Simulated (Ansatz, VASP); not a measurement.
One calculation of Cs3Ir, two programs

The input INCAR:

```
SYSTEM = Cs3Ir
ALGO = Fast
EDIFF = 1E-6
EDIFFG = -0.04
ENCUT = 600
GGA = PE
IBRION = 2
ISIF = 3
ISMEAR = 0
LASPH = .TRUE.
LCHARG = .FALSE.
LREAL = .FALSE.
LWAVE = .FALSE.
NELM = 60
NSW = 90
PREC = Accurate
SIGMA = 0.1
```

Contents of KPOINTS:

```
k-points
0
G
  3 3 4
  0 0 0
```

The input POSCAR:

```
Cs3Ir
1.0
    7.5894653935      0.0000000000      0.0000000000
   -3.7947326968      6.5726698319      0.0000000000
    0.0000000000      0.0000000000      6.0917169745
Cs Ir
6 2
Direct
    0.8330000000      0.6660000000      0.2500000000
    0.1670000000      0.8330000000      0.7500000000
    0.3340000000      0.1670000000      0.2500000000
    0.1670000000      0.3340000000      0.7500000000
    0.8330000000      0.1670000000      0.2500000000
    0.6660000000      0.8330000000      0.7500000000
    0.3333333333      0.6666666667      0.2500000000
    0.6666666667      0.3333333333      0.7500000000
```

Input for Ansatz:

```yaml
crystal:
  lattice:
    - [7.5894653935, 0.0, 0.0]
    - [-3.7947326968, 6.5726698319, 0.0]
    - [0.0, 0.0, 6.0917169745]
  atoms:
    - { symbol: Cs, position: [0.833, 0.666, 0.25] }
    - { symbol: Cs, position: [0.167, 0.833, 0.75] }
    - { symbol: Cs, position: [0.334, 0.167, 0.25] }
    - { symbol: Cs, position: [0.167, 0.334, 0.75] }
    - { symbol: Cs, position: [0.833, 0.167, 0.25] }
    - { symbol: Cs, position: [0.666, 0.833, 0.75] }
    - { symbol: Ir, position: [0.3333333333, 0.6666666667, 0.25] }
    - { symbol: Ir, position: [0.6666666667, 0.3333333333, 0.75] }
basis:
  ecutwfc: 420
kpoints:
  mp_grid: { grid: [3, 3, 4] }
hamiltonian:
  xc: pbe
scf:
  occupations: { method: gaussian, width: 0.1 }
  lower_state_search: "off"
output:
  forces: true
  stress: true
  eigenvalues: true
relax:
  adjacent_minimum: "off"
  f_tol: 0.04
  max_steps: 70
  cell: { stress_tol: 0.4 }
```

Alike in both runs: task relaxation of cell and atoms; functional PBE; k mesh 3 × 3 × 4; occupations gaussian, width 0.1 eV; no spin polarisation.

```csv
,VASP,Ansatz
version,VASP 6.6.1,Ansatz 0.2.0
potentials or method,"VASP PAW PBE potentials, release 64 (Cs_sv, Ir), cutoff 600 eV","scalar-relativistic, plane waves, PAW"
valence electrons in the cell,72,88
```

|  | VASP | Ansatz | Ansatz less VASP |
| --- | --- | --- | --- |
| gap on the k mesh at the Fermi level, each at its own relaxed structure (eV) | none | none | - |
| relaxed volume (Å³/atom) | 53.13 | 51.47 | -1.652 |
| relaxed cell length with the largest relative difference (Å) | 10.204 | 10.058 | -0.1460 |

A gap of «none» marks a metal or a gap that the smearing closes. VASP's potentials hold 72 valence electrons a cell and Ansatz's 88, so a difference there can come from the potentials and not from the codes.

Spin-orbit coupling is off throughout. Noted on VASP's run: the volume moved by over 15 % at a fixed basis, so the end points are rough.
